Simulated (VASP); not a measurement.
Set up this calculation in VASP 6.6.1, as the native input.

```
Task                   : single point
Functional             : PBE
Potentials or basis    : VASP PAW PBE potentials, release 64 (Ga_d, S)
Cutoff                 : 520 eV
k mesh                 : 4 × 4 × 4
Occupations            : gaussian, width 0.1 eV
Spin                   : no spin polarisation
Dipole correction      : no
Further INCAR settings : ALGO = Normal; EDIFF = 1e-07; NBANDS = 34
```

The structure of Ga3S2 lies in POSCAR:

```
Ga3S2
1.0
    4.8231778600      0.0000000000      0.0000000000
    0.0000000000      4.8231778600      0.0000000000
    0.0000000000      0.0000000000      4.8231778600
Ga S
3 2
Direct
    0.0000000000      0.5000000000      0.5000000000
    0.5000000000      0.0000000000      0.5000000000
    0.5000000000      0.5000000000      0.0000000000
    0.5000000000      0.5000000000      0.5000000000
    0.0000000000      0.0000000000      0.0000000000
```

The input as run:

INCAR

```
ALGO     = Normal         # electronic algorithm
EDIFF    = 1E-7           # SCF threshold, eV
ENCUT    = 520            # plane-wave cutoff, eV
GGA      = PE             # functional
ISIF     = 2              # what is computed and relaxed
ISMEAR   = 0              # smearing method
LASPH    = T              # aspherical terms in the spheres
LCHARG   = F              # write CHGCAR
LREAL    = F              # projectors in reciprocal space
LWAVE    = F              # write WAVECAR
NBANDS   = 34             # bands
NELM     = 100            # most SCF steps
PREC     = Accurate       # precision mode
SIGMA    = 0.1            # smearing width, eV
```

KPOINTS

```
k-points
0
Gamma
  4 4 4
```

Potentials or basis: VASP PAW PBE potentials, release 64 (Ga_d, S).

Launch:

```console
$ cat potpaw_PBE.64/Ga_d/POTCAR potpaw_PBE.64/S/POTCAR > POTCAR
$ mpirun -np 1 vasp_std > vasp.out
```

It gave:

```json
{
  "Pressure": "3.1 GPa"
}
```

Run time: 29 s on 1 thread of Intel(R) Xeon(R) Platinum 8375C CPU @ 2.90GHz (Ice Lake), with other jobs on the host, peak memory 0.2 GiB.
